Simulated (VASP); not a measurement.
**Rh: single point with LDA**

Rh:

```
Rh
1.0
     0.00000    1.90299    1.90299
     1.90299    0.00000    1.90299
     1.90299    1.90299    0.00000
Rh
1
Direct
  0.00000 0.00000 0.00000
```

```yaml
Program: VASP 6.6.1
Task: single point
Functional: LDA
Potentials_or_basis: VASP PAW LDA potentials, release 64 (Rh_pv)
Cutoff: 520 eV
k_mesh: 8 × 8 × 8
Occupations: gaussian, width 0.1 eV
Spin: no spin polarisation
```

| Quantity | Value |
| --- | --- |
| Pressure | -10.2 GPa |

Levels at points of the mesh, in eV from the Fermi level:
```tsv
k point	band 3	band 4	band 5	band 6	band 7	band 8	band 9	band 10	band 11	band 12
(0.00, 0.00, 0.00)	-46.16	-8.05	-3.12	-3.12	-3.12	-0.98	-0.98	15.91	20.39	21.31
(0.50, 0.00, 0.00)	-46.26	-6.18	-3.18	-3.18	0.57	0.57	0.66	8.54	15.43	20.39
(0.50, 0.50, 0.00)	-46.43	-6.34	-5.99	0.56	0.97	0.97	3.16	12.19	13.16	13.16
```

Wall time 3.2 s on 1 thread of Intel(R) Xeon(R) Platinum 8488C (Sapphire Rapids), with other jobs on the host, peak memory 0.11 GiB.
